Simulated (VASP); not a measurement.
# AlNi (P4/mmm) in VASP: single point with PBEsol

Aim: the single point of AlNi with PBEsol.

Program: VASP 6.6.1. These are calculated values, not measurements. Logs are shortened: lines on timing, memory, paths and dates and some standing lists are left out, and cuts for length are marked.

### 1 The cell of the first run

It takes space group P4/mmm (No. 123, tetragonal). The conventional cell has a = 2.769 Å, b = 2.769 Å, c = 3.058 Å, α = 90.00°, β = 90.00°, γ = 90.00°. Al (site symmetry 4/mmm) has 8 Ni at 2.48 Å and 6 Al at 2.77 to 3.06 Å within 3.3 Å. Within 3.3 Å of Ni (site symmetry 4/mmm) lie 8 Al at 2.48 Å and 6 Ni at 2.77 to 3.06 Å.

### 2 Single point, PBEsol

INCAR reads:

```
ALGO = Fast
EDIFF = 1E-7
ENCUT = 520
GGA = PS
ISIF = 2
ISMEAR = 0
LASPH = T
LCHARG = T
LELF = T
LREAL = F
LVHAR = T
LWAVE = F
NBANDS = 14
NELM = 60
PREC = Accurate
SIGMA = 0.15
```

KPOINTS reads:

```
k-points
0
Gamma
  24 24 24
```

POSCAR reads:

```
AlNi
1.0
    1.9581197554     -1.9581407780      0.0000000000
    1.9581197554      1.9581407780      0.0000000000
    0.0000000000      0.0000000000      3.0576484473
Al Ni
1 1
Direct
    0.0000000000      0.0000000000      0.0000000000
    0.5000000000      0.5000000000      0.5000000000
```

Potentials or basis: VASP PAW PBE potentials, release 64 (Al, Ni).

Launch:

```
$ cat potpaw_PBE.64/Al/POTCAR potpaw_PBE.64/Ni/POTCAR > POTCAR
$ mpirun -np 1 vasp_std > vasp.out
```

OUTCAR:

```text
EDIFF = 1E-7
   ENCUT = 520
   GGA = PS
   ISIF = 2
   ISMEAR = 0
   LASPH = T
   LREAL = F
   NELM = 60
   PREC = Accurate

 ion  position               nearest neighbor table
   1  0.000  0.000  0.000-   2 2.48   2 2.48   2 2.48   2 2.48   2 2.48   2 2.48   2 2.48   2 2.48

   2  0.500  0.500  0.500-   1 2.48   1 2.48   1 2.48   1 2.48   1 2.48   1 2.48   1 2.48   1 2.48

  LATTYP: Found a base centered orthorhombic cell.
 ALAT       =     3.9162395108
 B/A-ratio  =     1.0000107361
 C/A-ratio  =     0.7807613500

  Lattice vectors:

 A1 = (   1.9581197554,  -1.9581407780,   0.0000000000)
 A2 = (   1.9581197554,   1.9581407780,   0.0000000000)
 A3 = (   0.0000000000,   0.0000000000,   3.0576484473)

Analysis of symmetry for initial positions (statically):
=====================================================================
 Subroutine PRICEL returns:
 Original cell was already a primitive cell.

 Routine SETGRP: Setting up the symmetry group for a
 base centered orthorhombic supercell.

 Subroutine GETGRP returns: Found  8 space group operations
 (whereof  8 operations were pure point group operations)
 out of a pool of  8 trial point group operations.

The static configuration has the point symmetry D_2h.

Analysis of symmetry for dynamics (positions and initial velocities):
=====================================================================
 Subroutine PRICEL returns:
 Original cell was already a primitive cell.

 Routine SETGRP: Setting up the symmetry group for a
 base centered orthorhombic supercell.

 Subroutine GETGRP returns: Found  8 space group operations
 (whereof  8 operations were pure point group operations)
 out of a pool of  8 trial point group operations.

The dynamic configuration has the point symmetry D_2h.

 Subroutine INISYM returns: Found  8 space group operations
 (whereof  8 operations are pure point group operations),
 and found     1 'primitive' translations

----------------------------------------------------------------------------------------

                                     Primitive cell

  volume of cell :      23.4477

  direct lattice vectors                    reciprocal lattice vectors
     1.958119755 -1.958140778  0.000000000     0.255346997 -0.255344256  0.000000000
     1.958119755  1.958140778  0.000000000     0.255346997  0.255344256  0.000000000
     0.000000000  0.000000000  3.057648447     0.000000000  0.000000000  0.327048716

  length of vectors
     2.769214380  2.769214380  3.057648447     0.361113248  0.361113248  0.327048716

  position of ions in fractional coordinates (direct lattice)
     0.000000000  0.000000000  0.000000000
     0.500000000  0.500000000  0.500000000

  ion indices of the primitive-cell ions
   primitive index   ion index
                 1           1
                 2           2

----------------------------------------------------------------------------------------

 KPOINTS: k-points

Automatic generation of k-mesh.
 Grid dimensions read from file:
 generate k-points for:   24   24   24

 Generating k-lattice:

  Cartesian coordinates                     Fractional coordinates (reciprocal lattice)
     0.010639458 -0.010639344  0.000000000     0.041666667  0.000000000  0.000000000
     0.010639458  0.010639344  0.000000000     0.000000000  0.041666667  0.000000000
     0.000000000  0.000000000  0.013627030     0.000000000  0.000000000  0.041666667

  Length of vectors
     0.015046385  0.015046385  0.013627030

  Shift w.r.t. Gamma in fractional coordinates (k-lattice)
     0.000000000  0.000000000  0.000000000

 Subroutine IBZKPT returns following result:
 ===========================================

 Found   2041 irreducible k-points:

 Following reciprocal coordinates:
            Coordinates               Weight
  0.000000  0.000000  0.000000      1.000000
  0.041667  0.000000  0.000000      4.000000
  0.083333  0.000000  0.000000      4.000000
  0.125000  0.000000  0.000000      4.000000
  0.166667  0.000000  0.000000      4.000000
  0.208333  0.000000  0.000000      4.000000
[... 16 lines left out ...]
  0.416667  0.041667  0.000000      4.000000
  0.458333  0.041667  0.000000      4.000000
 [... further k-points ...]
   k-points           NKPTS =   2041   k-points in BZ     NKDIM =   2041   number of bands    NBANDS=     14
   number of dos      NEDOS =    301   number of ions     NIONS =      2
   total plane-waves  NPLWV =  13824
   dimension x,y,z NGX =    24 NGY =   24 NGZ =   24
   dimension x,y,z NGXF=    48 NGYF=   48 NGZF=   48
   ions per type =               1   1
   NGX,Y,Z   is equivalent  to a cutoff of  14.41, 14.41, 13.05 a.u.
   NGXF,Y,Z  is equivalent  to a cutoff of  28.82, 28.82, 26.10 a.u.
 SYSTEM =  unknown system
   PREC   = accura    normal or accurate (medium, high low for compatibility)
   ISTART =      0    job   : 0-new  1-cont  2-samecut
   ICHARG =      2    charge: 1-file 2-atom 10-const
   ISPIN  =      1    spin polarized calculation?
   LNONCOLLINEAR =      F non collinear calculations
   LSORBIT =      F    spin-orbit coupling
   LASPH  =      T    aspherical Exc in radial PAW
   ENCUT  =  520.0 eV  38.22 Ry    6.18 a.u.   5.15  5.15  5.69*2*pi/ulx,y,z
   NELM   =     60;   NELMIN=  2; NELMDL= -5     # of ELM steps
   EDIFF  = 0.1E-06   stopping-criterion for ELM
   LREAL  =      F    real-space projection
   EDIFFG = 0.1E-05   stopping-criterion for IOM
   NSW    =      0    number of steps for IOM
   IBRION =     -1    ionic relax: 0-MD 1-quasi-New 2-CG
   NFREE  =      0    steps in history (QN), initial steepest desc. (CG)
   ISIF   =      2    stress and relaxation
   ISYM   =      2    0-nonsym 1-usesym 2-fastsym
   POTIM  = 0.5000    time-step for ionic-motion
   TEBEG  =    0.0;   TEEND  =   0.0 temperature during run
   PSTRESS=    0.0 pullay stress
   NELECT =      13.0000    total number of electrons
   NUPDOWN=      -1.0000    fix difference up-down
   EMIN   =  10.00;   EMAX   =-10.00  energy-range for DOS
   EFERMI =   0.00;   METHOD = LEGACY
   ISMEAR =     0;   SIGMA  =   0.15  broadening in eV -4-tet -1-fermi 0-gaus
   EFERMI_NEDOS =   21; number of points for ismear=-14 and -15
   IALGO  =     68    algorithm
   IMIX   =      4    mixing-type and parameters
     AMIX     =   0.40;   BMIX     =  1.00
     AMIX_MAG =   1.60;   BMIX_MAG =  1.00
  volume/ion in A,a.u.               =      11.72        79.12
  Fermi-wavevector in a.u.,A,eV,Ry     =   1.344897  2.541487 24.609512  1.808748
  Thomas-Fermi vector in A             =   2.472854
   LORBIT       =      0    0 simple, 1 ext, 2 COOP (PROOUT), +10 PAW based schemes
   GGA     = PS    functional components
   LHFCALC =     F    Hartree Fock is set to
   AEXX    =    0.0000 exact exchange contribution
   IVDW    =     0    specifies the selected vdW correction
   LEPSILON=     F    determine dielectric tensor
   LRPA    =     F    only Hartree local field effects (RPA)
 non-spin polarized calculation
 RMM-DIIS sequential band-by-band and
 Gauss-broadening in eV      SIGMA  =   0.15
  energy-cutoff  :      520.00
  volume of cell :       23.45
 maximum number of plane-waves:       648
 NGX is ok and might be reduce to    24
   NGX = 11   NGY = 11   NGZ = 11

 number of electron      13.0000001 magnetization

 Free energy of the ion-electron system (eV)
  ---------------------------------------------------
  ext. energy  EPLUGINS =         0.00000000
  ---------------------------------------------------
  free energy    TOTEN  =       -11.55985609 eV

  energy without entropy =      -11.55012006  energy(sigma->0) =      -11.55498808

 E-fermi :  10.1625     XC(G=0): -12.2619

 val. band max:       10.1565113973   @ k =  -0.4167   0.2083   0.3750
 cond. band min:      10.1653700900   @ k =   0.2917   0.1250   0.3333
 fundamental gap:      0.0088586927
 Fermi energy:        10.1624631078

 k-point     1 :       0.0000    0.0000    0.0000
  band No.  band energies     occupation
      1      -1.1260      2.00000
      2       6.7467      2.00000
      3       6.8600      2.00000
      4       8.5081      2.00000
      5       8.5082      2.00000
      6       8.7671      2.00000
      7      13.5065      0.00000
      8      16.9711      0.00000
      9      16.9712      0.00000
     10      17.5724      0.00000
     11      18.7539      0.00000
     12      24.6454      0.00000
     13      30.6732      0.00000
     14      30.6732      0.00000

 k-point     2 :       0.0417    0.0000    0.0000
  band No.  band energies     occupation
      1      -1.0914      2.00000
      2       6.7556      2.00000
      3       6.8632      2.00000
      4       8.4843      2.00000
      5       8.5101      2.00000
      6       8.7530      2.00000
      7      13.5592      0.00000
      8      16.3986      0.00000
      9      17.0140      0.00000
     10      17.6462      0.00000
     11      19.1826      0.00000
     12      24.8009      0.00000
     13      30.0777      0.00000
     14      30.6787      0.00000

 k-point     3 :       0.0833    0.0000    0.0000
  band No.  band energies     occupation
      1      -0.9878      2.00000
      2       6.7805      2.00000
      3       6.8715      2.00000
      4       8.4164      2.00000
      5       8.5160      2.00000
      6       8.7118      2.00000
      7      13.7139      0.00000
      8      15.4041      0.00000
      9      17.1413      0.00000
     10      17.6922      0.00000
     11      19.9171      0.00000
     12      25.2719      0.00000
     13      29.0012      0.00000
     14      30.6953      0.00000
[... 324 lines left out ...]
 k-point    23 :       0.4167    0.0417    0.0000
  band No.  band energies     occupation
      1       2.1944      2.00000
      2       4.8500      2.00000
      3       7.3180      2.00000
      4       7.5288      2.00000
      5       8.0793      2.00000
      6       8.6010      2.00000
      7       9.8671      1.99464
      8      17.4607      0.00000
      9      18.0800      0.00000
     10      20.2906      0.00000
     11      20.8857      0.00000
     12      23.2171      0.00000
     13      23.8548      0.00000
     14      25.4326      0.00000

 k-point    24 :       0.4583    0.0417    0.0000
  band No.  band energies     occupation
      1       2.8287      2.00000
      2       4.1830      2.00000
      3       7.3494      2.00000
      4       7.4878      2.00000
      5       8.0477      2.00000
      6       8.6071      2.00000
      7       9.7758      1.99973
      8      18.0398      0.00000
      9      18.1422      0.00000
     10      20.1747      0.00000
     11      20.8351      0.00000
     12      22.6470      0.00000
     13      23.8316      0.00000
     14      25.3885      0.00000

 [... further k-points ...]

------------------------ aborting loop because EDIFF is reached ----------------------------------------

  FORCE on cell =-STRESS in cart. coord.  units (eV):
  Direction    XX          YY          ZZ          XY          YZ          ZX
  --------------------------------------------------------------------------------------
  -------------------------------------------------------------------------------------
  Total        0.3583811      0.3580338     -0.4948554      0.0000000      0.0000000      0.0000000
  in kB       24.4880926     24.4643597    -33.8133464      0.0000000      0.0000000      0.0000000
  external PRESSURE =       5.0463687 kB  Pullay stress =       0.0000000 kB

 VOLUME and BASIS-vectors are now :
 -----------------------------------------------------------------------------
  energy-cutoff  :      520.00
  volume of cell :       23.45
      direct lattice vectors                 reciprocal lattice vectors
     1.958119755 -1.958140778  0.000000000     0.255346997 -0.255344256  0.000000000
     1.958119755  1.958140778  0.000000000     0.255346997  0.255344256  0.000000000
     0.000000000  0.000000000  3.057648447     0.000000000  0.000000000  0.327048716

 POSITION                                       TOTAL-FORCE (eV/Angst)
 -----------------------------------------------------------------------------------
      0.00000      0.00000      0.00000         0.000000      0.000000      0.000000
      1.95812      0.00000      1.52882         0.000000      0.000000      0.000000
 -----------------------------------------------------------------------------------
    total drift:                                0.000000     -0.000000     -0.000000

  FREE ENERGIE OF THE ION-ELECTRON SYSTEM (eV)
  ---------------------------------------------------
  free  energy   TOTEN  =       -11.5598560889 eV

  energy  without entropy=      -11.5501200615  energy(sigma->0) =      -11.55498808
```

Run time: 14 min. Hardware: 1 thread of Intel Xeon 8259CL, shared host; peak memory 0.75 GiB.

What came out:

```
Free energy            : -11.5599 eV
Pressure               : 0.5 GPa
Band gap on the k mesh : zero (an odd number of electrons rules out a gap without spin polarisation)
```

Stress tensor (GPa, compression positive):
```
 2.45  0.00  0.00
 0.00  2.45  0.00
 0.00  0.00 -3.38
```

Levels at points of the mesh, in eV from the Fermi level:
```tsv
k point	band 3	band 4	band 5	band 6	band 7	band 8	band 9	band 10	band 11	band 12
(0.00, 0.00, 0.00)	-3.30	-1.65	-1.65	-1.40	3.34	6.81	6.81	7.41	8.59	14.48
(0.50, 0.00, 0.00)	-2.81	-2.69	-2.12	-1.54	-0.41	8.05	8.13	9.65	11.36	12.46
(0.50, 0.50, 0.00)	-2.47	-2.47	-2.41	-2.41	-0.89	2.10	3.19	11.05	13.87	13.87
(0.00, 0.00, 0.50)	-2.96	-2.13	-2.13	-1.35	-1.16	8.39	11.00	11.00	11.45	11.45
(0.50, 0.00, 0.50)	-3.37	-2.88	-2.03	-1.95	-1.19	1.30	2.27	13.43	15.53	16.15
(0.50, 0.50, 0.50)	-4.17	-1.16	-0.87	1.85	2.09	2.09	3.95	4.20	4.20	5.26
```

Caveat: the stress differs along the axes, from -3 to 2 GPa; the PAW data sets were made with another functional, which shifts forces and pressure a little.
